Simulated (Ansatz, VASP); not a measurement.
One calculation of Pt, two programs

```xyz
1
Lattice="0.0000 1.9457 1.9457 1.9457 0.0000 1.9457 1.9457 1.9457 0.0000" Properties=species:S:1:pos:R:3 pbc="T T T"
Pt    0.0000    0.0000    0.0000
```

Alike in both runs: task relaxation of cell and atoms; functional LDA; k mesh 26 × 26 × 26; occupations gaussian, width 0.1 eV; no spin polarisation.

|  | VASP | Ansatz |
| --- | --- | --- |
| version | VASP 6.6.1 | Ansatz 0.2.0 |
| potentials or method | VASP PAW LDA potentials, release 64 (Pt), cutoff 600 eV | scalar-relativistic, plane waves, PAW |
| valence electrons in the cell | 10 | 18 |

VASP gave:

* gap on the k mesh at the Fermi level, each at its own relaxed structure (eV): none
* relaxed volume (Å³/atom): 14.80
* relaxed cell length with the largest relative difference (Å): 2.756

**Question.** What did Ansatz give for the same quantities?

**Answer.** gap on the k mesh at the Fermi level, each at its own relaxed structure (eV): none; relaxed volume (Å³/atom): 14.76; relaxed cell length with the largest relative difference (Å): 2.753.

Ansatz warns that its potentials were made for another functional, while VASP's fit it. LDA's correlation is that of Perdew and Zunger in VASP and of Perdew and Wang (1992) in Ansatz. A gap of «none» marks a metal or a gap that the smearing closes. VASP's potentials hold 10 valence electrons a cell and Ansatz's 18, so a difference there can come from the potentials and not from the codes.

Neither program's run includes spin-orbit coupling.
